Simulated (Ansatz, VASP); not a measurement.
Two plane-wave programs on Ni

```
CELL_PARAMETERS angstrom
0.00000 1.54704 1.54704
1.54704 0.00000 1.54704
1.54704 1.54704 0.00000
ATOMIC_POSITIONS crystal
Ni 0.00000 0.00000 0.00000
```

Change from the starting cell: volume scaled by 0.679, to set the pressure.

Alike in both runs: task single point; functional PBE; k mesh 21 × 21 × 21; occupations fermi-dirac, width 0.08 eV; collinear spin.

```csv
,VASP,Ansatz
version,VASP 6.6.1,Ansatz 0.2.0
potentials or method,"VASP PAW PBE potentials, release 64 (Ni)","PAW with Ansatz's default frozen-core files, scalar-relativistic"
plane-wave cutoff (eV),520,420
valence electrons in the cell,10,18
```

|  | VASP | Ansatz | Ansatz less VASP |
| --- | --- | --- | --- |
| pressure (GPa) | 192.9 | 194.1 | +1.17 |
| net moment per atom (μB) | 0.52 | 0.52 | +0.006 |
| size of the moment on the site where the two differ most (μB) | 0.50 | 0.54 | +0.046 |

Site moments also hang on the region over which each program counts them. Both programs put the cell under a high pressure, so it lies far from rest at this level. With one functional, cell and mesh, what is left measures potentials, basis and numerics. VASP's potentials hold 10 valence electrons a cell and Ansatz's 18, so a difference there can come from the potentials and not from the codes.

Noted on VASP's run: the cell as given lies far from equilibrium.
